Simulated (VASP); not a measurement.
Write the native input for VASP 6.6.1 that does the following.

| Property | Result |
| --- | --- |
| Task | single point |
| Functional | PBEsol |
| Potentials or basis | VASP PAW PBE potentials, release 64 (Gd, N) |
| Cutoff | 520 eV |
| k mesh | 12 × 12 × 12 |
| Occupations | gaussian, width 0.05 eV |
| Spin | collinear spin, ferromagnetic start |
| Starting moments | [7.55, 0.0] μB |
| Dipole correction | no |
| Further INCAR settings | ALGO = Normal; EDIFF = 1e-06; NBANDS = 22 |

The structure of GdN lies in POSCAR:

```
GdN
1.0
    0.0000000000      2.4927984091      2.4927984091
    2.4927984091      0.0000000000      2.4927984091
    2.4927984091      2.4927984091      0.0000000000
Gd N
1 1
Direct
    0.5000000000      0.5000000000      0.5000000000
    0.0000000000      0.0000000000      0.0000000000
```

These files were run (other wordings do the same):

INCAR

```
SYSTEM = GdN
PREC = Accurate
ENCUT = 520
EDIFF = 1E-6
ISMEAR = 0
SIGMA = 0.05
LREAL = .FALSE.
LASPH = .TRUE.
NELM = 150
ALGO = Normal
ISIF = 2
LWAVE = .FALSE.
LCHARG = .FALSE.
ISPIN = 2
MAGMOM = 7.55 0
LORBIT = 11
LMAXMIX = 6
GGA = PS
NBANDS = 22
```

KPOINTS

```
regular mesh
0
G
  12 12 12
  0 0 0
```

Potentials or basis: VASP PAW PBE potentials, release 64 (Gd, N).

Command:

```bash
$ cat potpaw_PBE.64/Gd/POTCAR potpaw_PBE.64/N/POTCAR > POTCAR
$ mpirun -np 1 vasp_std > vasp.out
```

It gave:

| Property | Result |
| --- | --- |
| Pressure | -5.6 GPa |
| Band gap on the k mesh | zero (filled and empty bands overlap) |
| Net moment | 7.00 μB per cell |
| Site moments | Gd +6.81; N -0.09 μB |
| Valence electrons inside the program's atomic spheres | Gd 15.21; N 3.61 |

Caveat: the cell stands under tension; the PAW data sets were made with another functional, which shifts forces and pressure a little; spin-orbit coupling is left out, which moves the levels of the heavy elements; a cell with one magnetic atom can't hold antiferromagnetic order, which such compounds often take; semilocal functionals describe open f shells poorly, which spoils levels, moments and volumes.

Wall time 9.3 min on 1 thread of Intel Xeon 8259CL, with other jobs on the host, peak memory 0.25 GiB.
